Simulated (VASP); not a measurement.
Crystal: SnO.

```xyz
4
Lattice="3.8366 0.0000 0.0000 0.0000 3.8366 0.0000 0.0000 0.0000 4.7595" Properties=species:S:1:pos:R:3 pbc="T T T"
Sn    1.9183    0.0000    1.1588
Sn    0.0000    1.9183    3.6007
O     0.0000    0.0000    0.0000
O     1.9183    1.9183    0.0000
```

| Property | Result |
| --- | --- |
| Program | VASP 6.6.1 |
| Task | relaxation of cell and atoms |
| Functional | LDA |
| Potentials or basis | VASP PAW LDA potentials, release 64 (Sn_d, O) |
| Cutoff | 600 eV |
| k mesh | 12 × 12 × 10 |
| Occupations | gaussian, width 0.1 eV |
| Spin | no spin polarisation |

At the start: pressure -4.6 GPa; volume 17.51 Å³/atom.

Q: How do energy, volume and symmetry change on relaxing?

A: Over 15 steps the energy falls by 13.1 meV/atom and the volume is 16.45 Å³/atom (-6.1 %); space group P4/nmm (No. 129, to 0.1 Å) before and after.

Step by step:
```csv
step,energy change (eV),largest force (eV/Å),pressure (GPa),volume (Å³)
1,0.0000,0.4898,-4.62,70.06
2,0.0020,1.0068,4.79,65.06
3,-0.0449,0.2094,-0.32,67.51
4,-0.0486,0.1162,-0.24,67.10
5,-0.0500,0.0274,-0.15,66.72
6,-0.0501,0.0146,-0.16,66.67
7,-0.0509,0.0367,0.06,66.41
8,-0.0514,0.0584,0.25,66.15
9,-0.0516,0.1009,0.63,65.64
10,-0.0517,0.0845,0.44,65.84
11,-0.0521,0.0570,0.32,65.82
12,-0.0525,0.0051,0.00,65.78
13,-0.0525,0.0098,0.01,65.78
14,-0.0525,0.0060,-0.03,65.78
15,-0.0525,0.0043,-0.02,65.78
```

Final structure:
```xyz
4
Lattice="3.7669 0.0000 0.0000 0.0000 3.7669 0.0000 0.0000 0.0000 4.6362" Properties=species:S:1:pos:R:3 pbc="T T T"
Sn    1.8834    3.7669    1.1496
Sn    0.0000    1.8834    3.4867
O     0.0000    0.0000    0.0000
O     1.8834    1.8834    0.0000
```
